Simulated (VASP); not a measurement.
# Si2B3 (Cmcm) in VASP: single point with PBE

Aim: the single point of Si2B3 with PBE.

Program: VASP 6.6.1. These are calculated values, not measurements. Logs are shortened: lines on timing, memory, paths and dates and some standing lists are left out, and cuts for length are marked.

## 1. The cell of the first run

Symmetry: Cmcm, No. 63, orthorhombic system. The conventional cell has a = 3.723 Å, b = 17.080 Å, c = 3.014 Å, α = 90.00°, β = 90.00°, γ = 90.00°. Within 2.7 Å of Si (site symmetry m2m) lie 7 B at 2.04 to 2.41 Å. Within 3.1 Å of Si (site symmetry m2m) lie 12 B at 2.38 to 2.82 Å and 6 Si at 2.52 to 3.01 Å. Within 2.3 Å of B (site symmetry m2m) lie 3 B at 1.77 to 1.78 Å. Within 2.3 Å of B (site symmetry m2m) lie 2 B at 1.75 Å and 1 Si at 2.04 Å. Within 2.3 Å of B (site symmetry m2m) lie 3 B at 1.75 to 1.77 Å and 2 Si at 2.18 Å.

## 2. Single point, PBE

INCAR

```
SYSTEM = Si2B3
PREC = Accurate
ENCUT = 500
EDIFF = 1E-6
ISMEAR = 0
SIGMA = 0.2
LREAL = .FALSE.
LASPH = .TRUE.
NELM = 120
ALGO = Normal
ISIF = 2
LWAVE = .FALSE.
LCHARG = .FALSE.
GGA = PE
NBANDS = 28
GGA_COMPAT = .FALSE.
```

KPOINTS

```
Automatic mesh
0
G
  5 5 5
  0 0 0
```

POSCAR

```
Si2B3
1.0
    1.8612656635     -8.5398763778      0.0000000000
    1.8612656635      8.5398763778      0.0000000000
    0.0000000000      0.0000000000      3.0140892222
Si B
4 6
Direct
    0.3026002038      0.6973997962      0.2500000000
    0.6973997962      0.3026002038      0.7500000000
    0.5590062567      0.4409937433      0.2500000000
    0.4409937433      0.5590062567      0.7500000000
    0.9724132267      0.0275867733      0.2500000000
    0.0275867733      0.9724132267      0.7500000000
    0.1829515257      0.8170484743      0.2500000000
    0.8170484743      0.1829515257      0.7500000000
    0.8688751553      0.1311248447      0.2500000000
    0.1311248447      0.8688751553      0.7500000000
```

Potentials or basis: VASP PAW PBE potentials, release 64 (Si, B).

Launch:

```bash
$ cat potpaw_PBE.64/Si/POTCAR potpaw_PBE.64/B/POTCAR > POTCAR
$ mpirun -np 1 vasp_std > vasp.out
```

OUTCAR:

```text
SYSTEM = Si2B3
   PREC = Accurate
   ENCUT = 500
   EDIFF = 1E-6
   ISMEAR = 0
   LREAL = .FALSE.
   LASPH = .TRUE.
   NELM = 120
   ISIF = 2
   GGA = PE

 ion  position               nearest neighbor table
   1  0.303  0.697  0.250-   7 2.04   9 2.18   9 2.18   8 2.41   8 2.41   8 2.41   8 2.41   4 2.80
                             4 2.80   2 2.99   2 2.99   2 2.99   2 2.99
   2  0.697  0.303  0.750-   8 2.04  10 2.18  10 2.18   7 2.41   7 2.41   7 2.41   7 2.41   3 2.80
                             3 2.80   1 2.99   1 2.99   1 2.99   1 2.99
   3  0.559  0.441  0.250-   5 2.38   5 2.38   6 2.45   6 2.45   6 2.45   6 2.45   4 2.52   4 2.52
                             2 2.80   2 2.80
   4  0.441  0.559  0.750-   6 2.38   6 2.38   5 2.45   5 2.45   5 2.45   5 2.45   3 2.52   3 2.52
                             1 2.80   1 2.80
   5  0.972  0.028  0.250-   9 1.77   6 1.78   6 1.78   3 2.38   3 2.38   4 2.45   4 2.45   4 2.45
                             4 2.45
   6  0.028  0.972  0.750-  10 1.77   5 1.78   5 1.78   4 2.38   4 2.38   3 2.45   3 2.45   3 2.45
                             3 2.45
   7  0.183  0.817  0.250-  10 1.75  10 1.75   1 2.04   2 2.41   2 2.41   2 2.41   2 2.41
   8  0.817  0.183  0.750-   9 1.75   9 1.75   2 2.04   1 2.41   1 2.41   1 2.41   1 2.41
   9  0.869  0.131  0.250-   8 1.75   8 1.75   5 1.77   1 2.18   1 2.18
  10  0.131  0.869  0.750-   7 1.75   7 1.75   6 1.77   2 2.18   2 2.18

  LATTYP: Found a base centered orthorhombic cell.
 ALAT       =     3.7225313270
 B/A-ratio  =     4.5882092735
 C/A-ratio  =     0.8096880744

  Lattice vectors:

 A1 = (   1.8612656635,  -8.5398763778,   0.0000000000)
 A2 = (   1.8612656635,   8.5398763778,   0.0000000000)
 A3 = (   0.0000000000,   0.0000000000,   3.0140892222)

Analysis of symmetry for initial positions (statically):
=====================================================================
 Subroutine PRICEL returns:
 Original cell was already a primitive cell.

 Routine SETGRP: Setting up the symmetry group for a
 base centered orthorhombic supercell.

 Subroutine GETGRP returns: Found  8 space group operations
 (whereof  4 operations were pure point group operations)
 out of a pool of  8 trial point group operations.

The static configuration has the point symmetry C_2h.
 The point group associated with its full space group is D_2h.

Analysis of symmetry for dynamics (positions and initial velocities):
=====================================================================
 Subroutine PRICEL returns:
 Original cell was already a primitive cell.

 Routine SETGRP: Setting up the symmetry group for a
 base centered orthorhombic supercell.

 Subroutine GETGRP returns: Found  8 space group operations
 (whereof  4 operations were pure point group operations)
 out of a pool of  8 trial point group operations.

The dynamic configuration has the point symmetry C_2h.
 The point group associated with its full space group is D_2h.

 Subroutine INISYM returns: Found  8 space group operations
 (whereof  4 operations are pure point group operations),
 and found     1 'primitive' translations

----------------------------------------------------------------------------------------

                                     Primitive cell

  volume of cell :      95.8178

  direct lattice vectors                    reciprocal lattice vectors
     1.861265664 -8.539876378  0.000000000     0.268634408 -0.058548857  0.000000000
     1.861265664  8.539876378  0.000000000     0.268634408  0.058548857  0.000000000
     0.000000000  0.000000000  3.014089222     0.000000000  0.000000000  0.331775182

  length of vectors
     8.740354593  8.740354593  3.014089222     0.274940746  0.274940746  0.331775182

  position of ions in fractional coordinates (direct lattice)
     0.302600204  0.697399796  0.250000000
     0.697399796  0.302600204  0.750000000
     0.559006257  0.440993743  0.250000000
     0.440993743  0.559006257  0.750000000
     0.972413227  0.027586773  0.250000000
     0.027586773  0.972413227  0.750000000
     0.182951526  0.817048474  0.250000000
     0.817048474  0.182951526  0.750000000
     0.868875155  0.131124845  0.250000000
     0.131124845  0.868875155  0.750000000

  ion indices of the primitive-cell ions
   primitive index   ion index
                 1           1
                 2           2
                 3           3
                 4           4
                 5           5
                 6           6
                 7           7
                 8           8
                 9           9
                10          10

----------------------------------------------------------------------------------------

 KPOINTS: Automatic mesh

Automatic generation of k-mesh.
 Grid dimensions read from file:
 generate k-points for:    5    5    5

 Generating k-lattice:

  Cartesian coordinates                     Fractional coordinates (reciprocal lattice)
     0.053726882 -0.011709771  0.000000000     0.200000000  0.000000000  0.000000000
     0.053726882  0.011709771  0.000000000     0.000000000  0.200000000  0.000000000
     0.000000000  0.000000000  0.066355036     0.000000000  0.000000000  0.200000000

  Length of vectors
     0.054988149  0.054988149  0.066355036

  Shift w.r.t. Gamma in fractional coordinates (k-lattice)
     0.000000000  0.000000000  0.000000000

 Subroutine IBZKPT returns following result:
 ===========================================

 Found     27 irreducible k-points:

 Following reciprocal coordinates:
            Coordinates               Weight
  0.000000  0.000000  0.000000      1.000000
  0.200000  0.000000  0.000000      4.000000
  0.400000  0.000000  0.000000      4.000000
  0.200000  0.200000  0.000000      2.000000
  0.400000  0.200000  0.000000      4.000000
 -0.400000  0.200000  0.000000      4.000000
[... 16 lines left out ...]
  0.400000  0.200000  0.400000      8.000000
 -0.400000  0.200000  0.400000      8.000000
 [... further k-points ...]
   k-points           NKPTS =     27   k-points in BZ     NKDIM =     27   number of bands    NBANDS=     28
   number of dos      NEDOS =    301   number of ions     NIONS =     10
   total plane-waves  NPLWV =  98304
   dimension x,y,z NGX =    64 NGY =   64 NGZ =   24
   dimension x,y,z NGXF=   128 NGYF=  128 NGZF=   48
   ions per type =               4   6
   NGX,Y,Z   is equivalent  to a cutoff of  12.17, 12.17, 13.24 a.u.
   NGXF,Y,Z  is equivalent  to a cutoff of  24.35, 24.35, 26.48 a.u.
 SYSTEM =  Si2B3
   PREC   = accura    normal or accurate (medium, high low for compatibility)
   ISTART =      0    job   : 0-new  1-cont  2-samecut
   ICHARG =      2    charge: 1-file 2-atom 10-const
   ISPIN  =      1    spin polarized calculation?
   LNONCOLLINEAR =      F non collinear calculations
   LSORBIT =      F    spin-orbit coupling
   LASPH  =      T    aspherical Exc in radial PAW
   ENCUT  =  500.0 eV  36.75 Ry    6.06 a.u.  15.94 15.94  5.50*2*pi/ulx,y,z
   NELM   =    120;   NELMIN=  2; NELMDL= -5     # of ELM steps
   EDIFF  = 0.1E-05   stopping-criterion for ELM
   LREAL  =      F    real-space projection
   EDIFFG = 0.1E-04   stopping-criterion for IOM
   NSW    =      0    number of steps for IOM
   IBRION =     -1    ionic relax: 0-MD 1-quasi-New 2-CG
   NFREE  =      0    steps in history (QN), initial steepest desc. (CG)
   ISIF   =      2    stress and relaxation
   ISYM   =      2    0-nonsym 1-usesym 2-fastsym
   POTIM  = 0.5000    time-step for ionic-motion
   TEBEG  =    0.0;   TEEND  =   0.0 temperature during run
   PSTRESS=    0.0 pullay stress
   NELECT =      34.0000    total number of electrons
   NUPDOWN=      -1.0000    fix difference up-down
   EMIN   =  10.00;   EMAX   =-10.00  energy-range for DOS
   EFERMI =   0.00;   METHOD = LEGACY
   ISMEAR =     0;   SIGMA  =   0.20  broadening in eV -4-tet -1-fermi 0-gaus
   EFERMI_NEDOS =   21; number of points for ismear=-14 and -15
   IALGO  =     38    algorithm
   IMIX   =      4    mixing-type and parameters
     AMIX     =   0.40;   BMIX     =  1.00
     AMIX_MAG =   1.60;   BMIX_MAG =  1.00
  volume/ion in A,a.u.               =       9.58        64.66
  Fermi-wavevector in a.u.,A,eV,Ry     =   1.159006  2.190204 18.276645  1.343296
  Thomas-Fermi vector in A             =   2.295603
   LORBIT       =      0    0 simple, 1 ext, 2 COOP (PROOUT), +10 PAW based schemes
   GGA     = PE    functional components
   LHFCALC =     F    Hartree Fock is set to
   AEXX    =    0.0000 exact exchange contribution
   IVDW    =     0    specifies the selected vdW correction
   LEPSILON=     F    determine dielectric tensor
   LRPA    =     F    only Hartree local field effects (RPA)
 non-spin polarized calculation
 Gauss-broadening in eV      SIGMA  =   0.20
  energy-cutoff  :      500.00
  volume of cell :       95.82
 maximum number of plane-waves:      2455
   NGX = 31   NGY = 31   NGZ = 11

 number of electron      34.0000001 magnetization

 Free energy of the ion-electron system (eV)
  ---------------------------------------------------
  ext. energy  EPLUGINS =         0.00000000
  ---------------------------------------------------
  free energy    TOTEN  =       -56.61540682 eV

  energy without entropy =      -56.55976578  energy(sigma->0) =      -56.58758630

 E-fermi :   9.4383     XC(G=0): -11.7233

 val. band max:        9.4129168257   @ k =  -0.2000   0.2000   0.2000
 cond. band min:       9.4655963183   @ k =   0.0000   0.0000   0.2000
 fundamental gap:      0.0526794926
 Fermi energy:         9.4383209760

 k-point     1 :       0.0000    0.0000    0.0000
  band No.  band energies     occupation
      1      -6.2146      2.00000
      2      -4.5854      2.00000
      3      -4.1859      2.00000
      4       0.8257      2.00000
      5       1.1237      2.00000
      6       2.7387      2.00000
[... 20 lines left out ...]
     27      14.4113      0.00000
     28      14.5803      0.00000

 k-point     2 :       0.2000    0.0000    0.0000
  band No.  band energies     occupation
      1      -5.8123      2.00000
      2      -4.3830      2.00000
      3      -3.6030      2.00000
      4       0.0616      2.00000
      5       0.5312      2.00000
      6       0.8153      2.00000
[... 674 lines left out ...]
 k-point    24 :      -0.4000    0.2000    0.4000
  band No.  band energies     occupation
      1      -3.4042      2.00000
      2      -2.6505      2.00000
      3      -0.9465      2.00000
      4      -0.4777      2.00000
      5       0.3155      2.00000
      6       1.7005      2.00000
[... 20 lines left out ...]
     27      13.8688      0.00000
     28      14.6813      0.00000

 [... further k-points ...]
[... 5 lines left out ...]
  --------------------------------------------------------------------------------------
  -------------------------------------------------------------------------------------
  Total        0.1891395     -0.3179432      0.4906989      0.0000000      0.0000000      0.0000000
  in kB        3.1626188     -5.3163555      8.2050200      0.0000000      0.0000000      0.0000000
  external PRESSURE =       2.0170944 kB  Pullay stress =       0.0000000 kB

 VOLUME and BASIS-vectors are now :
 -----------------------------------------------------------------------------
  energy-cutoff  :      500.00
  volume of cell :       95.82
      direct lattice vectors                 reciprocal lattice vectors
     1.861265664 -8.539876378  0.000000000     0.268634408 -0.058548857  0.000000000
     1.861265664  8.539876378  0.000000000     0.268634408  0.058548857  0.000000000
     0.000000000  0.000000000  3.014089222     0.000000000  0.000000000  0.331775182

 POSITION                                       TOTAL-FORCE (eV/Angst)
 -----------------------------------------------------------------------------------
      1.86127      3.37154      0.75352         0.000000     -0.002860      0.000000
      1.86127     -3.37154      2.26057         0.000000      0.002860     -0.000000
      1.86127     -1.00781      0.75352         0.000000      0.009898      0.000000
      1.86127      1.00781      2.26057         0.000000     -0.009898      0.000000
      1.86127     -8.06870      0.75352         0.000000      0.026518      0.000000
      1.86127      8.06870      2.26057         0.000000     -0.026518     -0.000000
      1.86127      5.41511      0.75352         0.000000     -0.016664      0.000000
      1.86127     -5.41511      2.26057         0.000000      0.016664     -0.000000
      1.86127     -6.30030      0.75352         0.000000      0.019225     -0.000000
      1.86127      6.30030      2.26057         0.000000     -0.019225      0.000000
 -----------------------------------------------------------------------------------
    total drift:                                0.000000      0.000000     -0.000000

  FREE ENERGIE OF THE ION-ELECTRON SYSTEM (eV)
  ---------------------------------------------------
  free  energy   TOTEN  =       -56.6154068195 eV

  energy  without entropy=      -56.5597657788  energy(sigma->0) =      -56.58758630
```

Run time: 52 s. Hardware: 1 thread of Intel Xeon 6975P-C (Granite Rapids), shared host; peak memory 0.3 GiB.

Results:

| Quantity | Value |
| --- | --- |
| Free energy | -56.6154 eV |
| Pressure | 0.2 GPa |
| Largest force | 0.027 eV/Å |
| Band gap on the k mesh | zero (band 17 reaches 11.72 eV, above the bottom of band 18 at 8.34 eV) |

Forces in eV/Å, atoms in the order of the input:
```
Si   0.000 -0.003  0.000
Si   0.000  0.003  0.000
Si   0.000  0.010  0.000
Si   0.000 -0.010  0.000
B    0.000  0.027  0.000
B    0.000 -0.027  0.000
B    0.000 -0.017  0.000
B    0.000  0.017  0.000
B    0.000  0.019  0.000
B    0.000 -0.019  0.000
```

Caveat: the k points lie up to 0.42 Å⁻¹ apart.
